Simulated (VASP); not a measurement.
# CoO (I4/mmm) in VASP: single point with PBEsol+U

Aim: the single point of CoO with PBEsol+U.

All numbers are computed with VASP 6.6.1; they aren't measurements. Logs are shortened: lines on timing, memory, paths and dates and some standing lists are left out, and cuts for length are marked.

## 1. The cell of the first run

The structure is tetragonal, space group I4/mmm (No. 139). The conventional cell has a = 3.016 Å, b = 3.016 Å, c = 4.215 Å, α = 90.00°, β = 90.00°, γ = 90.00°. Co (site symmetry 4/mmm) has 6 O at 2.11 to 2.13 Å within 2.8 Å. O (site symmetry 4/mmm) has 6 Co at 2.11 to 2.13 Å within 2.8 Å.

## 2. Single point, PBEsol+U, collinear spin, antiferromagnetic start

INCAR reads:

```
PREC     = Accurate       # precision mode
ENCUT    = 600            # plane-wave cutoff, eV
EDIFF    = 1E-6           # SCF threshold, eV
ISMEAR   = 0              # smearing method
SIGMA    = 0.05           # smearing width, eV
LREAL    = False          # projectors in reciprocal space
LASPH    = True           # aspherical terms in the spheres
NELM     = 200            # most SCF steps
ALGO     = Normal         # electronic algorithm
ISIF     = 2              # what is computed and relaxed
LWAVE    = False          # write WAVECAR
LCHARG   = True           # write CHGCAR
ISPIN    = 2              # spin polarisation
MAGMOM   = 1.1 -1.1 0 0   # initial moments
LORBIT   = 11             # projections on sites
LMAXMIX  = 4              # l up to which the mixer works
LDAU     = True           # DFT+U
LDAUTYPE = 2            
LDAUL    = 2 -1           # shell
LDAUU    = 4 0            # U, eV
LDAUJ    = 0 0          
LDAUPRINT= 1            
GGA      = PS             # functional
LELF     = True           # ELF
LVHAR    = True         
NBANDS   = 27             # bands
GGA_COMPAT= False
```

KPOINTS reads:

```
Automatic mesh
0
Gamma
  9 9 9
```

POSCAR reads:

```
CoO
1.0
   -1.5080004400      1.5080004400      2.1072503600
    3.0160008800     -3.0160008800      4.2145007200
    1.5080004400      1.5080004400     -2.1072503600
Co O
2 2
Direct
    0.0000000000      0.0000000000      0.0000000000
    0.0000000000      0.5000000000      0.0000000000
    0.5000000000      0.2500000000      0.0000000000
    0.5000000000      0.7500000000      0.0000000000
```

Potentials or basis: VASP PAW PBE potentials, release 64 (Co, O).

On the command line:

```sh
$ cat potpaw_PBE.64/Co/POTCAR potpaw_PBE.64/O/POTCAR > POTCAR
$ mpirun -np 1 vasp_std > vasp.out
```

OUTCAR:

```text
PREC = Accurate
   ENCUT = 600
   EDIFF = 1E-6
   ISMEAR = 0
   LREAL = False
   LASPH = True
   NELM = 200
   ISIF = 2
   ISPIN = 2
   LORBIT = 11
   GGA = PS

 ion  position               nearest neighbor table
   1  0.000  0.000  0.000-   3 2.11   4 2.11   4 2.13   3 2.13   3 2.13   4 2.13   2 3.00   2 3.00
                             2 3.00   2 3.00   2 3.02   2 3.02
   2  0.000  0.500  0.000-   4 2.11   3 2.11   4 2.13   3 2.13   4 2.13   3 2.13   1 3.00   1 3.00
                             1 3.00   1 3.00   1 3.02   1 3.02
   3  0.500  0.250  0.000-   2 2.11   1 2.11   2 2.13   1 2.13   2 2.13   1 2.13
   4  0.500  0.750  0.000-   1 2.11   2 2.11   2 2.13   1 2.13   1 2.13   2 2.13

  LATTYP: Found a base centered monoclinic cell.
 ALAT       =     5.1824972385
 B/A-ratio  =     0.5819589941
 C/A-ratio  =     1.0000000000
 COS(beta)  =    -0.3226474583

  Lattice vectors:

 A1 = (   1.5080004400,  -1.5080004400,  -2.1072503600)
 A2 = (   1.5080004400,   1.5080004400,  -2.1072503600)
 A3 = (   3.0160008800,   0.0000000000,   4.2145007200)

Analysis of symmetry for initial positions (statically):
=====================================================================
 Subroutine PRICEL returns following result:

  LATTYP: Found a body centered tetragonal cell.
 ALAT       =     3.0160008800
 C/A-ratio  =     1.3973804676
[... 12 lines left out ...]
 Subroutine GETGRP returns: Found  4 space group operations
 (whereof  4 operations were pure point group operations)
 out of a pool of  4 trial point group operations.

The static configuration has the point symmetry C_2h.

Analysis of symmetry for dynamics (positions and initial velocities):
=====================================================================
 Subroutine PRICEL returns following result:

  LATTYP: Found a body centered tetragonal cell.
 ALAT       =     3.0160008800
 C/A-ratio  =     1.3973804676
[... 12 lines left out ...]
 Subroutine GETGRP returns: Found  4 space group operations
 (whereof  4 operations were pure point group operations)
 out of a pool of  4 trial point group operations.

The dynamic configuration has the point symmetry C_2h.

Analysis of structural, dynamic, and magnetic symmetry:
=====================================================================
 Subroutine PRICEL returns following result:

  LATTYP: Found a body centered tetragonal cell.
 ALAT       =     3.0160008800
 C/A-ratio  =     1.3973804676
[... 12 lines left out ...]
 Subroutine GETGRP returns: Found  4 space group operations
 (whereof  4 operations were pure point group operations)
 out of a pool of  4 trial point group operations.

The overall configuration has the point symmetry C_2h.

 Subroutine INISYM returns: Found  4 space group operations
 (whereof  4 operations are pure point group operations),
 and found     2 'primitive' translations

----------------------------------------------------------------------------------------

                                     Primitive cell

[... 143 lines left out ...]
  0.0000 -0.0000  0.0005  0.9706  0.0021
 -0.0000  0.0000 -0.0006  0.0021  0.9684

spin component  2

  0.1787  0.1663 -0.0000  0.0000  0.0000
  0.1663  0.9243 -0.0000 -0.0000  0.0000
 -0.0000 -0.0000  0.1860  0.0915 -0.1360
  0.0000 -0.0000  0.0915  0.3187 -0.4094
  0.0000  0.0000 -0.1360 -0.4094  0.6489

 occupancies and eigenvectors

  o =  0.0424  v =  0.0000  0.0000  0.0000  0.0000  0.0000  0.0000 -0.0000 -0.0020 -0.8286 -0.5598      0.0000  0.0000  0.0000  0.0000  0.0000  0.0000  0.0000  0.0000  0.0000  0.0000
  o =  0.1433  v =  0.0000  0.0000  0.0000  0.0000  0.0000  0.9781 -0.2083  0.0000  0.0000  0.0000      0.0000  0.0000  0.0000  0.0000  0.0000  0.0000  0.0000  0.0000  0.0000  0.0000
  o =  0.1512  v =  0.0000  0.0000  0.0000  0.0000  0.0000 -0.0000  0.0000  0.9783 -0.1176  0.1706      0.0000  0.0000  0.0000  0.0000  0.0000  0.0000  0.0000  0.0000  0.0000  0.0000
  o =  0.9597  v =  0.0000  0.0000  0.0000  0.0000  0.0000 -0.2083 -0.9781 -0.0000 -0.0000  0.0000      0.0000  0.0000  0.0000  0.0000  0.0000  0.0000  0.0000  0.0000  0.0000  0.0000
  o =  0.9600  v =  0.0000  0.0000  0.0000  0.0000  0.0000 -0.0000 -0.0000  0.2072  0.5473 -0.8109      0.0000  0.0000  0.0000  0.0000  0.0000  0.0000  0.0000  0.0000  0.0000  0.0000
  o =  0.9671  v =  0.0000 -0.0000  0.0174 -0.5216  0.8530  0.0000  0.0000  0.0000  0.0000  0.0000      0.0000  0.0000  0.0000  0.0000  0.0000  0.0000  0.0000  0.0000  0.0000  0.0000
  o =  0.9675  v = -0.0196  0.9998  0.0000 -0.0000  0.0000  0.0000  0.0000  0.0000  0.0000  0.0000      0.0000  0.0000  0.0000  0.0000  0.0000  0.0000  0.0000  0.0000  0.0000  0.0000
  o =  0.9719  v =  0.0000  0.0000  0.0019 -0.8531 -0.5217  0.0000  0.0000  0.0000  0.0000  0.0000      0.0000  0.0000  0.0000  0.0000  0.0000  0.0000  0.0000  0.0000  0.0000  0.0000
  o =  1.0083  v = -0.9998 -0.0196  0.0000 -0.0000 -0.0000  0.0000  0.0000  0.0000  0.0000  0.0000      0.0000  0.0000  0.0000  0.0000  0.0000  0.0000  0.0000  0.0000  0.0000  0.0000
  o =  1.0110  v = -0.0000  0.0000 -0.9998 -0.0107  0.0138  0.0000  0.0000  0.0000  0.0000  0.0000      0.0000  0.0000  0.0000  0.0000  0.0000  0.0000  0.0000  0.0000  0.0000  0.0000

atom =   2  type =  1  l = 2

 onsite density matrix

spin component  1

  0.1787  0.1663 -0.0000  0.0000  0.0000
  0.1663  0.9243 -0.0000 -0.0000  0.0000
 -0.0000 -0.0000  0.1860  0.0915 -0.1360
  0.0000 -0.0000  0.0915  0.3187 -0.4094
  0.0000  0.0000 -0.1360 -0.4094  0.6489

spin component  2

  1.0083  0.0008 -0.0000  0.0000 -0.0000
  0.0008  0.9675 -0.0000 -0.0000  0.0000
 -0.0000 -0.0000  1.0110  0.0005 -0.0006
  0.0000 -0.0000  0.0005  0.9706  0.0021
 -0.0000  0.0000 -0.0006  0.0021  0.9684

 occupancies and eigenvectors

  o =  0.0424  v =  0.0000 -0.0000 -0.0020 -0.8286 -0.5598  0.0000  0.0000  0.0000  0.0000  0.0000      0.0000  0.0000  0.0000  0.0000  0.0000  0.0000  0.0000  0.0000  0.0000  0.0000
  o =  0.1433  v =  0.9781 -0.2083  0.0000 -0.0000  0.0000  0.0000  0.0000  0.0000  0.0000  0.0000      0.0000  0.0000  0.0000  0.0000  0.0000  0.0000  0.0000  0.0000  0.0000  0.0000
  o =  0.1512  v = -0.0000  0.0000  0.9783 -0.1176  0.1706  0.0000  0.0000  0.0000  0.0000  0.0000      0.0000  0.0000  0.0000  0.0000  0.0000  0.0000  0.0000  0.0000  0.0000  0.0000
  o =  0.9597  v = -0.2083 -0.9781 -0.0000 -0.0000  0.0000  0.0000  0.0000  0.0000  0.0000  0.0000      0.0000  0.0000  0.0000  0.0000  0.0000  0.0000  0.0000  0.0000  0.0000  0.0000
  o =  0.9600  v = -0.0000 -0.0000  0.2072  0.5473 -0.8109  0.0000  0.0000  0.0000  0.0000  0.0000      0.0000  0.0000  0.0000  0.0000  0.0000  0.0000  0.0000  0.0000  0.0000  0.0000
  o =  0.9671  v =  0.0000  0.0000  0.0000  0.0000  0.0000  0.0000 -0.0000  0.0174 -0.5216  0.8530      0.0000  0.0000  0.0000  0.0000  0.0000  0.0000  0.0000  0.0000  0.0000  0.0000
  o =  0.9675  v =  0.0000  0.0000  0.0000  0.0000  0.0000 -0.0196  0.9998  0.0000 -0.0000  0.0000      0.0000  0.0000  0.0000  0.0000  0.0000  0.0000  0.0000  0.0000  0.0000  0.0000
  o =  0.9719  v =  0.0000  0.0000  0.0000  0.0000  0.0000  0.0000  0.0000  0.0019 -0.8531 -0.5217      0.0000  0.0000  0.0000  0.0000  0.0000  0.0000  0.0000  0.0000  0.0000  0.0000
  o =  1.0083  v =  0.0000  0.0000  0.0000  0.0000  0.0000 -0.9998 -0.0196 -0.0000 -0.0000  0.0000      0.0000  0.0000  0.0000  0.0000  0.0000  0.0000  0.0000  0.0000  0.0000  0.0000
  o =  1.0110  v =  0.0000  0.0000  0.0000  0.0000  0.0000  0.0000  0.0000 -0.9998 -0.0107  0.0138      0.0000  0.0000  0.0000  0.0000  0.0000  0.0000  0.0000  0.0000  0.0000  0.0000

 number of electron      30.0000011 magnetization      -0.0000000

 Free energy of the ion-electron system (eV)
  ---------------------------------------------------
  ext. energy  EPLUGINS =         0.00000000
  ---------------------------------------------------
  free energy    TOTEN  =       -25.61026502 eV

  energy without entropy =      -25.61026502  energy(sigma->0) =      -25.61026502

 E-fermi :   7.0010     XC(G=0): -12.6535

 val. band max:        6.7943242290   @ k =  -0.4444  -0.0000   0.4444
 cond. band min:       9.1845336181   @ k =   0.0000   0.0000   0.0000
 fundamental gap:      2.3902093891
 Fermi energy:         7.0009686799

 spin component 1

 k-point     1 :       0.0000    0.0000    0.0000
  band No.  band energies     occupation
      1     -11.9026      1.00000
      2     -10.5741      1.00000
      3      -0.3275      1.00000
      4       1.3323      1.00000
      5       1.3680      1.00000
      6       3.0619      1.00000
[... 1433 lines left out ...]
     26      24.5768      0.00000
     27      27.1797      0.00000

 [... further k-points ...]

------------------------ aborting loop because EDIFF is reached ----------------------------------------

  FORCE on cell =-STRESS in cart. coord.  units (eV):
  Direction    XX          YY          ZZ          XY          YZ          ZX
  --------------------------------------------------------------------------------------
  -------------------------------------------------------------------------------------
  Total       -1.5355867     -1.3108856     -1.0082297      0.0000000      0.0000000     -0.1299100
  in kB      -64.1764777    -54.7855844    -42.1367463      0.0000000      0.0000000     -5.4293049
  external PRESSURE =     -53.6996028 kB  Pullay stress =       0.0000000 kB

 VOLUME and BASIS-vectors are now :
 -----------------------------------------------------------------------------
  energy-cutoff  :      600.00
  volume of cell :       38.34
      direct lattice vectors                 reciprocal lattice vectors
    -1.508000440  1.508000440  2.107250360     0.000000000  0.331564890  0.237276030
     3.016000880 -3.016000880  4.214500720     0.165782445  0.000000000  0.118638015
     1.508000440  1.508000440 -2.107250360     0.331564890  0.331564890  0.000000000

 POSITION                                       TOTAL-FORCE (eV/Angst)
 -----------------------------------------------------------------------------------
      0.00000      0.00000      0.00000         0.000000      0.000000      0.000000
      1.50800     -1.50800      2.10725         0.000000      0.000000      0.000000
      0.00000      0.00000      2.10725        -0.000000      0.000000      0.000000
      1.50800     -1.50800      4.21450        -0.000000     -0.000000     -0.000000
 -----------------------------------------------------------------------------------
    total drift:                               -0.000000      0.000000     -0.000000

  FREE ENERGIE OF THE ION-ELECTRON SYSTEM (eV)
  ---------------------------------------------------
  free  energy   TOTEN  =       -25.6102650164 eV

  energy  without entropy=      -25.6102650164  energy(sigma->0) =      -25.61026502

 total charge

# of ion       s       p       d       tot
------------------------------------------
    1        0.308   0.377   7.157   7.842
    2        0.308   0.377   7.157   7.842
    3        1.544   3.439   0.000   4.983
    4        1.544   3.439   0.000   4.983
--------------------------------------------------
tot          3.704   7.632  14.314  25.649

 magnetization (x)

# of ion       s       p       d       tot
------------------------------------------
    1        0.005   0.002   2.667   2.674
    2       -0.005  -0.002  -2.667  -2.674
    3        0.000   0.000   0.000   0.000
    4        0.000   0.000   0.000   0.000
--------------------------------------------------
tot          0.000   0.000   0.000   0.000
```

It took 19 min on 1 thread of Intel Xeon 8259CL, shared host; peak memory 0.48 GiB.

What came out:

```
Free energy                                           : -25.6103 eV
Pressure                                              : -5.4 GPa
Band gap on the k mesh                                : 2.39 eV
Net moment                                            : 0.00 μB per cell
Site moments                                          : Co +2.67, -2.67; O +0.00 μB
Valence electrons inside the program's atomic spheres : Co 7.84; O 4.98
```

Stress tensor (GPa, compression positive):
```
-6.42  0.00 -0.54
 0.00 -5.48  0.00
-0.54  0.00 -4.21
```

Eigenvalues of the final occupation matrices:
```csv
site,spin,trace,eigenvalues
site 1 d,1,4.93,0.97 0.97 0.97 1.01 1.01
site 1 d,2,2.26,0.04 0.14 0.15 0.96 0.96
site 2 d,1,2.26,0.04 0.14 0.15 0.96 0.96
site 2 d,2,4.93,0.97 0.97 0.97 1.01 1.01
```

Caveat: the cell stands under tension; the PAW data sets were made with another functional, which shifts forces and pressure a little.
